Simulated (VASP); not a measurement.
# Al2Pt (fluorite type) (Fm-3m) in VASP: relaxation of cell and atoms with r2SCAN

Aim: the relaxation of cell and atoms of Al2Pt (fluorite type) with r2SCAN.

Program: VASP 6.6.1. These are calculated values, not measurements. Logs are shortened: lines on timing, memory, paths and dates and some standing lists are left out, and cuts for length are marked.

## 1. The cell of the first run

Symmetry: Fm-3m, No. 225, cubic system. Conventional cell: a = 5.910 Å, b = 5.910 Å, c = 5.910 Å, α = 90.00°, β = 90.00°, γ = 90.00°. Pt (site symmetry m-3m) has 8 Al at 2.56 Å within 3.4 Å. Al (site symmetry -43m) has 4 Pt at 2.56 Å and 6 Al at 2.96 Å within 3.4 Å.

## 2. Relaxation of cell and atoms, r2SCAN

Input file POSCAR:

```
Al2Pt
1.0
    0.0000000000      2.9550000000      2.9550000000
    2.9550000000      0.0000000000      2.9550000000
    2.9550000000      2.9550000000      0.0000000000
Pt Al
1 2
Direct
    0.0000000000      0.0000000000      0.0000000000
    0.2500000000      0.2500000000      0.2500000000
    0.7500000000      0.7500000000      0.7500000000
```

Input file INCAR.step1:

```
ALGO = Normal
EDIFF = 1E-4
ENCUT = 600
GGA = PE
ISMEAR = -1
LASPH = True
LCHARG = False
LREAL = False
LWAVE = True
NELM = 80
PREC = Accurate
SIGMA = 0.05
```

Input file INCAR.step2:

```
ALGO = Normal
EDIFF = 1E-6
EDIFFG = -0.005
ENCUT = 600
IBRION = 2
ISIF = 3
ISMEAR = -1
ISTART = 1
LASPH = True
LCHARG = False
LMIXTAU = True
LREAL = False
LWAVE = False
METAGGA = R2SCAN
NELM = 80
NSW = 60
PREC = Accurate
SIGMA = 0.05
```

Input file KPOINTS:

```
k-points
0
Gamma
  13 13 13
```

Potentials or basis: VASP PAW PBE potentials, release 64 (Pt, Al).

Launch:

```
$ cat potpaw_PBE.64/Pt/POTCAR potpaw_PBE.64/Al/POTCAR > POTCAR
$ cp INCAR.step1 INCAR
$ mpirun -np 1 vasp_std > vasp.out
$ cp INCAR.step2 INCAR
$ mpirun -np 1 vasp_std > vasp.out
```

OUTCAR:

```text
EDIFF = 1E-6
   EDIFFG = -0.005
   ENCUT = 600
   IBRION = 2
   ISIF = 3
   ISMEAR = -1
   ISTART = 1
   LASPH = True
   LREAL = False
   METAGGA = R2SCAN
   NELM = 80
   NSW = 60
   PREC = Accurate

 ion  position               nearest neighbor table
   1  0.000  0.000  0.000-   3 2.56   3 2.56   3 2.56   2 2.56   3 2.56   2 2.56   2 2.56   2 2.56

   2  0.250  0.250  0.250-   1 2.56   1 2.56   1 2.56   1 2.56   3 2.96   3 2.96   3 2.96   3 2.96
                             3 2.96   3 2.96
   3  0.750  0.750  0.750-   1 2.56   1 2.56   1 2.56   1 2.56   2 2.96   2 2.96   2 2.96   2 2.96
                             2 2.96   2 2.96

  LATTYP: Found a face centered cubic cell.
 ALAT       =     5.9100000000

  Lattice vectors:

 A1 = (   0.0000000000,   2.9550000000,   2.9550000000)
 A2 = (   2.9550000000,   0.0000000000,   2.9550000000)
 A3 = (   2.9550000000,   2.9550000000,   0.0000000000)

Analysis of symmetry for initial positions (statically):
=====================================================================
 Subroutine PRICEL returns:
 Original cell was already a primitive cell.

 Routine SETGRP: Setting up the symmetry group for a
 face centered cubic supercell.

 Subroutine GETGRP returns: Found 48 space group operations
 (whereof 48 operations were pure point group operations)
 out of a pool of 48 trial point group operations.

The static configuration has the point symmetry O_h .

Analysis of symmetry for dynamics (positions and initial velocities):
=====================================================================
 Subroutine PRICEL returns:
 Original cell was already a primitive cell.

 Routine SETGRP: Setting up the symmetry group for a
 face centered cubic supercell.

 Subroutine GETGRP returns: Found 48 space group operations
 (whereof 48 operations were pure point group operations)
 out of a pool of 48 trial point group operations.

The dynamic configuration has the point symmetry O_h .

 Subroutine INISYM returns: Found 48 space group operations
 (whereof 48 operations are pure point group operations),
 and found     1 'primitive' translations

----------------------------------------------------------------------------------------

                                     Primitive cell

  volume of cell :      51.6063

  direct lattice vectors                    reciprocal lattice vectors
     0.000000000  2.955000000  2.955000000    -0.169204738  0.169204738  0.169204738
     2.955000000  0.000000000  2.955000000     0.169204738 -0.169204738  0.169204738
[... 103 lines left out ...]
   EFERMI_NEDOS =   21; number of points for ismear=-14 and -15
   IALGO  =     38    algorithm
   IMIX   =      4    mixing-type and parameters
     AMIX     =   0.40;   BMIX     =  1.00
     AMIX_MAG =   1.60;   BMIX_MAG =  1.00
  volume/ion in A,a.u.               =      17.20       116.09
  Fermi-wavevector in a.u.,A,eV,Ry     =   1.108019  2.093853 16.703966  1.227707
  Thomas-Fermi vector in A             =   2.244541
   LORBIT       =      0    0 simple, 1 ext, 2 COOP (PROOUT), +10 PAW based schemes
   METAGGA = R2SCAN    functional components
   LHFCALC =     F    Hartree Fock is set to
   AEXX    =    0.0000 exact exchange contribution
   IVDW    =     0    specifies the selected vdW correction
   LEPSILON=     F    determine dielectric tensor
   LRPA    =     F    only Hartree local field effects (RPA)
 conjugate gradient relaxation of ions
 non-spin polarized calculation
  energy-cutoff  :      600.00
  volume of cell :       51.61
 maximum number of plane-waves:      1759
 NGX is ok and might be reduce to    36
   NGX = 17   NGY = 17   NGZ = 17

--------------------------------------- Ionic step        1  -------------------------------------------

 number of electron      16.0000001 magnetization

 Free energy of the ion-electron system (eV)
  ---------------------------------------------------
  ext. energy  EPLUGINS =         0.00000000
  ---------------------------------------------------
  free energy    TOTEN  =       -67.91285864 eV

  energy without entropy =      -67.90436400  energy(sigma->0) =      -67.90861132

------------------------ aborting loop because EDIFF is reached ----------------------------------------

  FORCE on cell =-STRESS in cart. coord.  units (eV):
  Direction    XX          YY          ZZ          XY          YZ          ZX
  --------------------------------------------------------------------------------------
  -------------------------------------------------------------------------------------
  Total       -0.2186733     -0.2186733     -0.2186733      0.0000000     -0.0000000      0.0000000
  in kB       -6.7889685     -6.7889685     -6.7889685      0.0000000     -0.0000000      0.0000000
  external PRESSURE =      -6.7889685 kB  Pullay stress =       0.0000000 kB
[... 98 lines left out ...]
--------------------------------------- Ionic step        4  -------------------------------------------

 number of electron      16.0000000 magnetization

 Free energy of the ion-electron system (eV)
  ---------------------------------------------------
  ext. energy  EPLUGINS =         0.00000000
  ---------------------------------------------------
  free energy    TOTEN  =       -67.91343693 eV

  energy without entropy =      -67.90500220  energy(sigma->0) =      -67.90921956

 E-fermi :   7.8670     XC(G=0): -11.4829

 val. band max:        7.8464246565   @ k =   0.2308   0.0769   0.0000
 cond. band min:       7.8832636443   @ k =  -0.2308   0.1538   0.0000
 fundamental gap:      0.0368389878
 Fermi energy:         7.8670439167

 k-point     1 :       0.0000    0.0000    0.0000
  band No.  band energies     occupation
      1      -2.9306      2.00000
      2       2.4993      2.00000
      3       2.4993      2.00000
      4       2.4993      2.00000
      5       3.9206      2.00000
      6       3.9206      2.00000
      7      11.5594      0.00000
      8      11.8252      0.00000
      9      11.8252      0.00000
     10      11.8252      0.00000
     11      13.6585      0.00000
     12      13.6585      0.00000
[... 331 lines left out ...]
 k-point    24 :       0.4615    0.1538    0.0000
  band No.  band energies     occupation
      1      -0.5257      2.00000
      2       1.6253      2.00000
      3       2.7960      2.00000
      4       3.0024      2.00000
      5       4.0043      2.00000
      6       4.2185      2.00000
      7       4.2856      2.00000
      8       8.0968      0.02001
      9       8.2452      0.00104
     10      11.7706      0.00000
     11      14.1265      0.00000
     12      14.6498      0.00000

 [... further k-points ...]
[... 5 lines left out ...]
  --------------------------------------------------------------------------------------
  -------------------------------------------------------------------------------------
  Total        0.0002110      0.0002110      0.0002110     -0.0000000      0.0000000     -0.0000000
  in kB        0.0065807      0.0065807      0.0065807     -0.0000000      0.0000000     -0.0000000
  external PRESSURE =       0.0065807 kB  Pullay stress =       0.0000000 kB
[... 18 lines left out ...]
  FREE ENERGIE OF THE ION-ELECTRON SYSTEM (eV)
  ---------------------------------------------------
  free  energy   TOTEN  =       -67.9134369268 eV

  energy  without entropy=      -67.9050021955  energy(sigma->0) =      -67.90921956

 reached required accuracy - stopping structural energy minimisation
```

OSZICAR.step1:

```text
N       E                     dE             d eps       ncg     rms          rms(c)
DAV:   1     0.581792884171E+02    0.58179E+02   -0.74202E+03  2048   0.128E+03
DAV:   2    -0.145406873173E+02   -0.72720E+02   -0.65003E+02  2352   0.201E+02
DAV:   3    -0.168025669562E+02   -0.22619E+01   -0.22301E+01  2592   0.345E+01
DAV:   4    -0.168241107021E+02   -0.21544E-01   -0.21531E-01  2424   0.392E+00
DAV:   5    -0.168244444842E+02   -0.33378E-03   -0.33376E-03  2556   0.519E-01    0.857E+00
DAV:   6    -0.163627796448E+02    0.46166E+00   -0.25025E+00  2360   0.156E+01    0.222E+00
DAV:   7    -0.162839096576E+02    0.78870E-01   -0.19738E-01  2232   0.459E+00    0.167E+00
DAV:   8    -0.162540825945E+02    0.29827E-01   -0.31584E-02  2364   0.179E+00    0.250E-01
DAV:   9    -0.162540944861E+02   -0.11892E-04   -0.18591E-03  2452   0.423E-01    0.161E-01
DAV:  10    -0.162542431914E+02   -0.14871E-03   -0.33217E-04  2256   0.154E-01    0.178E-02
DAV:  11    -0.162542397077E+02    0.34837E-05   -0.18520E-05  1256   0.472E-02
   1 F= -.16254240E+02 E0= -.16249733E+02  d E =-.901282E-02
```

It took 21 min on 1 thread of Oxide Virtual Turin-like, shared host; peak memory 0.24 GiB.

Results:

| Item | Value |
| --- | --- |
| Free energy | -67.9134 eV |
| Relaxed volume | 17.12 Å³/atom |
| Relaxed cell | a = 4.172 Å, b = 4.172 Å, c = 4.172 Å, α = 60.00°, β = 60.00°, γ = 60.00° |
| Space group after relaxing (to 0.05 Å) | Fm-3m (No. 225) |
| Energy gained by relaxing | 0.2 meV/atom |
| Ionic steps | 4 |
| Pressure after relaxing | 0.0 GPa |
| Band gap on the k mesh | zero (band 8 reaches 11.83 eV, above the bottom of band 9 at 6.21 eV) |

Step by step:
```
step  energy change (eV)  largest force (eV/Å)  pressure (GPa)  volume (Å³)
   1              0.0000                0.0000           -0.68        51.61
   2              0.0001                0.0000            0.84        51.06
   3             -0.0006                0.0000            0.06        51.34
   4             -0.0006                0.0000            0.00        51.36
```

Final structure:
```
Pt Al
1.0
     0.00000    2.95033    2.95033
     2.95033    0.00000    2.95033
     2.95033    2.95033    0.00000
Pt Al
1 2
Direct
  0.00000 0.00000 0.00000
  0.25000 0.25000 0.25000
  0.75000 0.75000 0.75000
```

Levels at points of the mesh, in eV from the Fermi level:
```tsv
k point	band 4	band 5	band 6	band 7	band 8	band 9	band 10	band 11	band 12
(0.00, 0.00, 0.00)	-5.37	-3.95	-3.95	3.69	3.96	3.96	3.96	5.79	5.79
```

Caveat: the PAW data sets were made with another functional, which shifts forces and pressure a little; spin-orbit coupling is left out, which moves the levels of the heavy elements.
